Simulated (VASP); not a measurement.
Wanted: the native input for a VASP 6.6.1 run.

```yaml
Task: single point
Functional: PBE
Potentials_or_basis: VASP PAW PBE potentials, release 64 (W_sv, S)
Cutoff: 520 eV
k_mesh: 14 × 14 × 7
Occupations: gaussian, width 0.1 eV
Spin: collinear spin
Starting_moments: "[1.0, -1.0, 0.0, 0.0] μB"
Hubbard_terms: W d U = 6.2 eV
Dipole_correction: no
Further_INCAR_settings: ALGO = Normal; EDIFF = 1e-06; NBANDS = 32
```

The structure of WS lies in POSCAR:

```
WS
1.0
    0.0000000000      2.7419823685      2.7419823685
    5.4839647370      2.7419823685      2.7419823685
    5.4839647370      5.4839647370      0.0000000000
W S
2 2
Direct
    0.0000000000      1.0000000000      1.0000000000
    0.0000000000      1.0000000000      0.5000000000
    0.5000000000      0.5000000000      0.0000000000
    0.5000000000      0.5000000000      0.5000000000
```

One way to write it, as run:

INCAR

```
SYSTEM = WS
  PREC = Accurate
  ENCUT = 520
  EDIFF = 1E-6
  ISMEAR = 0
  SIGMA = 0.1
  LREAL = .False.
  LASPH = .True.
  NELM = 150
  ALGO = Normal
  ISIF = 2
  LWAVE = .False.
  LCHARG = .False.
  ISPIN = 2
  MAGMOM = 1 -1 0 0
  LORBIT = 11
  LMAXMIX = 4
  LDAU = .True.
  LDAUTYPE = 2
  LDAUL = 2 -1
  LDAUU = 6.2 0
  LDAUJ = 0 0
  LDAUPRINT = 1
  GGA = PE
  NBANDS = 32
```

KPOINTS

```
Automatic mesh
0
Gamma
  14 14 7
  0 0 0
```

Potentials or basis: VASP PAW PBE potentials, release 64 (W_sv, S).

Command:

```console
$ cat potpaw_PBE.64/W_sv/POTCAR potpaw_PBE.64/S/POTCAR > POTCAR
$ mpirun -np 1 vasp_std > vasp.out
```

Results of the run:

| Item | Value |
| --- | --- |
| Pressure | -4.6 GPa |
| Band gap on the k mesh | zero (filled and empty bands overlap) |
| Net moment | 0.00 μB per cell |
| Site moments | W +3.10, -3.10; S +0.02, -0.02 μB |
| Valence electrons inside the program's atomic spheres | W 11.71; S 3.68 |

Caveat: the cell stands under tension; spin-orbit coupling is left out, which moves the levels of the heavy elements.

Run time: 28 min on 1 thread of Oxide Virtual Turin-like Processor (shared host), peak memory 0.68 GiB.
